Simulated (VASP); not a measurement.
# CoSi2 (Immm) in VASP: notebook

Runs on CoSi2. Level: PBE. Tasks: single point.

Everything below comes from runs of VASP 6.6.1. Logs are shortened: lines on timing, memory, paths and dates and some standing lists are left out, and cuts for length are marked.

**1. The cell of the first run**

The structure is orthorhombic, space group Immm (No. 71). Conventional cell: a = 3.719 Å, b = 3.861 Å, c = 5.360 Å, α = 90.00°, β = 90.00°, γ = 90.00°. Within 3.0 Å of Co (site symmetry mmm) lie 8 Si at 2.29 to 2.35 Å. Within 3.0 Å of Si (site symmetry mm2) lie 4 Co at 2.29 to 2.35 Å and 6 Si at 2.68 Å.

**2. Single point, PBE (strain +0.0375 x Voigt [0, 0, 0, 1, 0, 0])**

File INCAR:

```
PREC = Accurate ; ENCUT = 520
EDIFF = 1E-6 ; ISMEAR = 0
SIGMA = 0.15 ; LREAL = False
LASPH = True ; NELM = 60
ALGO = Normal ; ISIF = 2
LWAVE = False ; LCHARG = True
GGA = PE ; LELF = True
LVHAR = True ; NBANDS = 16
```

File KPOINTS:

```
Automatic mesh
0
Gamma
  16 16 16
```

File POSCAR:

```
CoSi2
1.0
    0.0000000000      2.7301879151      2.7301879151
    2.6799390578      0.0502488573      2.6799390578
    2.6799390578      2.6799390578      0.0502488573
Co Si
1 2
Direct
    0.0000000000      0.0000000000      0.0000000000
    0.2500000000      0.2500000000      0.2500000000
    0.7500000000      0.7500000000      0.7500000000
```

Potentials or basis: VASP PAW PBE potentials, release 64 (Co, Si).

On the command line:

```bash
> cat potpaw_PBE.64/Co/POTCAR potpaw_PBE.64/Si/POTCAR > POTCAR
> mpirun -np 1 vasp_std > vasp.out
```

OUTCAR:

```text
PREC = Accurate
   ENCUT = 520
   EDIFF = 1E-6
   ISMEAR = 0
   LREAL = False
   LASPH = True
   NELM = 60
   ISIF = 2
   GGA = PE

 ion  position               nearest neighbor table
   1  0.000  0.000  0.000-   3 2.29   3 2.29   2 2.29   2 2.29   3 2.35   3 2.35   2 2.35   2 2.35

   2  0.250  0.250  0.250-   1 2.29   1 2.29   1 2.35   1 2.35   3 2.68   3 2.68   3 2.68   3 2.68
                             3 2.68   3 2.68
   3  0.750  0.750  0.750-   1 2.29   1 2.29   1 2.35   1 2.35   2 2.68   2 2.68   2 2.68   2 2.68
                             2 2.68   2 2.68

  LATTYP: Found a body centered orthorhombic cell.
 ALAT       =     3.7189435464
 B/A-ratio  =     1.0382165605
 C/A-ratio  =     1.4412367514

  Lattice vectors:

 A1 = (  -2.6799390578,   2.6799390578,   0.0502488573)
 A2 = (  -2.6799390578,  -2.6799390578,  -0.0502488573)
 A3 = (   2.6799390578,   0.0502488573,   2.6799390578)

Analysis of symmetry for initial positions (statically):
=====================================================================
 Subroutine PRICEL returns:
 Original cell was already a primitive cell.

 Routine SETGRP: Setting up the symmetry group for a
 body centered orthorhombic supercell.

 Subroutine GETGRP returns: Found  8 space group operations
 (whereof  8 operations were pure point group operations)
 out of a pool of  8 trial point group operations.

The static configuration has the point symmetry D_2h.

Analysis of symmetry for dynamics (positions and initial velocities):
=====================================================================
 Subroutine PRICEL returns:
 Original cell was already a primitive cell.

 Routine SETGRP: Setting up the symmetry group for a
 body centered orthorhombic supercell.

 Subroutine GETGRP returns: Found  8 space group operations
 (whereof  8 operations were pure point group operations)
 out of a pool of  8 trial point group operations.

The dynamic configuration has the point symmetry D_2h.

 Subroutine INISYM returns: Found  8 space group operations
 (whereof  8 operations are pure point group operations),
 and found     1 'primitive' translations

----------------------------------------------------------------------------------------

                                     Primitive cell

  volume of cell :      38.4815

  direct lattice vectors                    reciprocal lattice vectors
     0.000000000  2.730187915  2.730187915    -0.186571407  0.183137577  0.183137577
     2.679939058  0.050248857  2.679939058     0.186571407 -0.190136465  0.190136465
     2.679939058  2.679939058  0.050248857     0.186571407  0.190136465 -0.190136465

  length of vectors
     3.861068777  3.790339253  3.790339253     0.319198424  0.327280676  0.327280676

  position of ions in fractional coordinates (direct lattice)
     0.000000000  0.000000000  0.000000000
     0.250000000  0.250000000  0.250000000
     0.750000000  0.750000000  0.750000000

  ion indices of the primitive-cell ions
   primitive index   ion index
                 1           1
                 2           2
                 3           3

----------------------------------------------------------------------------------------

 KPOINTS: Automatic mesh

Automatic generation of k-mesh.
 Grid dimensions read from file:
 generate k-points for:   16   16   16

 Generating k-lattice:

  Cartesian coordinates                     Fractional coordinates (reciprocal lattice)
    -0.011660713  0.011446099  0.011446099     0.062500000  0.000000000  0.000000000
     0.011660713 -0.011883529  0.011883529     0.000000000  0.062500000  0.000000000
     0.011660713  0.011883529 -0.011883529     0.000000000  0.000000000  0.062500000

  Length of vectors
     0.019949902  0.020455042  0.020455042

  Shift w.r.t. Gamma in fractional coordinates (k-lattice)
     0.000000000  0.000000000  0.000000000

 Subroutine IBZKPT returns following result:
 ===========================================

 Found    621 irreducible k-points:

 Following reciprocal coordinates:
            Coordinates               Weight
  0.000000  0.000000  0.000000      1.000000
  0.062500 -0.000000 -0.000000      4.000000
  0.125000 -0.000000 -0.000000      4.000000
  0.187500 -0.000000 -0.000000      4.000000
  0.250000 -0.000000 -0.000000      4.000000
  0.312500  0.000000 -0.000000      4.000000
[... 16 lines left out ...]
 -0.187500  0.062500 -0.000000      8.000000
 -0.125000  0.062500  0.000000      8.000000
 [... further k-points ...]
   k-points           NKPTS =    621   k-points in BZ     NKDIM =    621   number of bands    NBANDS=     16
   number of dos      NEDOS =    301   number of ions     NIONS =      3
   total plane-waves  NPLWV =  23520
   dimension x,y,z NGX =    30 NGY =   28 NGZ =   28
   dimension x,y,z NGXF=    60 NGYF=   56 NGZF=   56
   ions per type =               1   2
   NGX,Y,Z   is equivalent  to a cutoff of  12.92, 12.28, 12.28 a.u.
   NGXF,Y,Z  is equivalent  to a cutoff of  25.83, 24.56, 24.56 a.u.
 SYSTEM =  unknown system
   PREC   = accura    normal or accurate (medium, high low for compatibility)
   ISTART =      0    job   : 0-new  1-cont  2-samecut
   ICHARG =      2    charge: 1-file 2-atom 10-const
   ISPIN  =      1    spin polarized calculation?
   LNONCOLLINEAR =      F non collinear calculations
   LSORBIT =      F    spin-orbit coupling
   LASPH  =      T    aspherical Exc in radial PAW
   ENCUT  =  520.0 eV  38.22 Ry    6.18 a.u.   7.18  7.05  7.05*2*pi/ulx,y,z
   NELM   =     60;   NELMIN=  2; NELMDL= -5     # of ELM steps
   EDIFF  = 0.1E-05   stopping-criterion for ELM
   LREAL  =      F    real-space projection
   EDIFFG = 0.1E-04   stopping-criterion for IOM
   NSW    =      0    number of steps for IOM
   IBRION =     -1    ionic relax: 0-MD 1-quasi-New 2-CG
   NFREE  =      0    steps in history (QN), initial steepest desc. (CG)
   ISIF   =      2    stress and relaxation
   ISYM   =      2    0-nonsym 1-usesym 2-fastsym
   POTIM  = 0.5000    time-step for ionic-motion
   TEBEG  =    0.0;   TEEND  =   0.0 temperature during run
   PSTRESS=    0.0 pullay stress
   NELECT =      17.0000    total number of electrons
   NUPDOWN=      -1.0000    fix difference up-down
   EMIN   =  10.00;   EMAX   =-10.00  energy-range for DOS
   EFERMI =   0.00;   METHOD = LEGACY
   ISMEAR =     0;   SIGMA  =   0.15  broadening in eV -4-tet -1-fermi 0-gaus
   EFERMI_NEDOS =   21; number of points for ismear=-14 and -15
   IALGO  =     38    algorithm
   IMIX   =      4    mixing-type and parameters
     AMIX     =   0.40;   BMIX     =  1.00
     AMIX_MAG =   1.60;   BMIX_MAG =  1.00
  volume/ion in A,a.u.               =      12.83        86.56
  Fermi-wavevector in a.u.,A,eV,Ry     =   1.246830  2.356166 21.151402  1.554584
  Thomas-Fermi vector in A             =   2.380989
   LORBIT       =      0    0 simple, 1 ext, 2 COOP (PROOUT), +10 PAW based schemes
   GGA     = PE    functional components
   LHFCALC =     F    Hartree Fock is set to
   AEXX    =    0.0000 exact exchange contribution
   IVDW    =     0    specifies the selected vdW correction
   LEPSILON=     F    determine dielectric tensor
   LRPA    =     F    only Hartree local field effects (RPA)
 non-spin polarized calculation
 Gauss-broadening in eV      SIGMA  =   0.15
  energy-cutoff  :      520.00
  volume of cell :       38.48
 maximum number of plane-waves:      1059
 NGX is ok and might be reduce to    30
   NGX = 15   NGY = 15   NGZ = 15

 number of electron      17.0000002 magnetization

 Free energy of the ion-electron system (eV)
  ---------------------------------------------------
  ext. energy  EPLUGINS =         0.00000000
  ---------------------------------------------------
  free energy    TOTEN  =       -19.27481014 eV

  energy without entropy =      -19.26290994  energy(sigma->0) =      -19.26886004

 E-fermi :  10.0554     XC(G=0): -11.7382

 val. band max:       10.0525857599   @ k =   0.1875   0.4375   0.0625
 cond. band min:      10.0613028982   @ k =   0.0000   0.1875   0.0000
 fundamental gap:      0.0087171383
 Fermi energy:        10.0553669417

 k-point     1 :       0.0000    0.0000    0.0000
  band No.  band energies     occupation
      1      -3.0417      2.00000
      2       5.9273      2.00000
      3       5.9921      2.00000
      4       6.0681      2.00000
      5       8.1655      2.00000
      6       8.1704      2.00000
[... 8 lines left out ...]
     15      15.7261      0.00000
     16      15.8191      0.00000

 k-point     2 :       0.0625   -0.0000   -0.0000
  band No.  band energies     occupation
      1      -2.9840      2.00000
      2       5.7899      2.00000
      3       5.9948      2.00000
      4       6.0886      2.00000
      5       8.1483      2.00000
      6       8.1553      2.00000
[... 8 lines left out ...]
     15      15.5228      0.00000
     16      15.6951      0.00000

 k-point     3 :       0.1250   -0.0000   -0.0000
  band No.  band energies     occupation
      1      -2.8113      2.00000
      2       5.3630      2.00000
      3       6.0493      2.00000
      4       6.1472      2.00000
      5       8.1050      2.00000
      6       8.1172      2.00000
[... 8 lines left out ...]
     15      15.4988      0.00000
     16      15.5826      0.00000

 k-point     4 :       0.1875   -0.0000   -0.0000
  band No.  band energies     occupation
      1      -2.5255      2.00000
      2       4.7283      2.00000
      3       6.1352      2.00000
      4       6.2349      2.00000
      5       8.0580      2.00000
      6       8.0765      2.00000
[... 8 lines left out ...]
     15      16.1263      0.00000
     16      16.5843      0.00000
[... 324 lines left out ...]
 k-point    22 :      -0.2500    0.0625    0.0000
  band No.  band energies     occupation
      1      -1.9174      2.00000
      2       3.6848      2.00000
      3       6.1771      2.00000
      4       6.4162      2.00000
      5       7.8602      2.00000
      6       8.1920      2.00000
[... 8 lines left out ...]
     15      17.1211      0.00000
     16      18.6989      0.00000

 k-point    23 :      -0.1875    0.0625   -0.0000
  band No.  band energies     occupation
      1      -2.3491      2.00000
      2       4.4744      2.00000
      3       6.1017      2.00000
      4       6.3008      2.00000
      5       7.8984      2.00000
      6       8.1637      2.00000
[... 8 lines left out ...]
     15      16.3865      0.00000
     16      17.6081      0.00000

 k-point    24 :      -0.1250    0.0625    0.0000
  band No.  band energies     occupation
      1      -2.6725      2.00000
      2       5.1412      2.00000
      3       6.0345      2.00000
      4       6.1871      2.00000
      5       7.9817      2.00000
      6       8.1636      2.00000
[... 8 lines left out ...]
     15      15.9681      0.00000
     16      16.5243      0.00000

 [... further k-points ...]
[... 5 lines left out ...]
  --------------------------------------------------------------------------------------
  -------------------------------------------------------------------------------------
  Total        0.0282161     -0.0007221     -0.0007221     -0.0000000     -1.3453128      0.0000000
  in kB        1.1747785     -0.0300654     -0.0300654     -0.0000000    -56.0120936      0.0000000
  external PRESSURE =       0.3715492 kB  Pullay stress =       0.0000000 kB

 VOLUME and BASIS-vectors are now :
 -----------------------------------------------------------------------------
  energy-cutoff  :      520.00
  volume of cell :       38.48
      direct lattice vectors                 reciprocal lattice vectors
     0.000000000  2.730187915  2.730187915    -0.186571407  0.183137577  0.183137577
     2.679939058  0.050248857  2.679939058     0.186571407 -0.190136465  0.190136465
     2.679939058  2.679939058  0.050248857     0.186571407  0.190136465 -0.190136465

 POSITION                                       TOTAL-FORCE (eV/Angst)
 -----------------------------------------------------------------------------------
      0.00000      0.00000      0.00000        -0.000000      0.000000     -0.000000
      1.33997      1.36509      1.36509        -0.339049      0.000000      0.000000
      4.01991      4.09528      4.09528         0.339049     -0.000000     -0.000000
 -----------------------------------------------------------------------------------
    total drift:                                0.000000     -0.000000     -0.000000

  FREE ENERGIE OF THE ION-ELECTRON SYSTEM (eV)
  ---------------------------------------------------
  free  energy   TOTEN  =       -19.2748101416 eV

  energy  without entropy=      -19.2629099404  energy(sigma->0) =      -19.26886004
```

It took 2.6 min on 1 thread of Intel Xeon 6975P-C (Granite Rapids), shared host; peak memory 0.47 GiB.

Results:

```
Free energy   : -19.2748 eV
Pressure      : 0.0 GPa
Largest force : 0.339 eV/Å
```

Forces on the atoms (eV/Å):
```
Co   0.000  0.000  0.000
Si  -0.339  0.000  0.000
Si   0.339  0.000  0.000
```

Caveat: the cell differs from its parent crystal (strain +0.0375 x Voigt [0, 0, 0, 1, 0, 0]). Spin polarisation is off, so any magnetic state and its effect on volume and gap are missing.

(Part 1 of 2 ends here.)
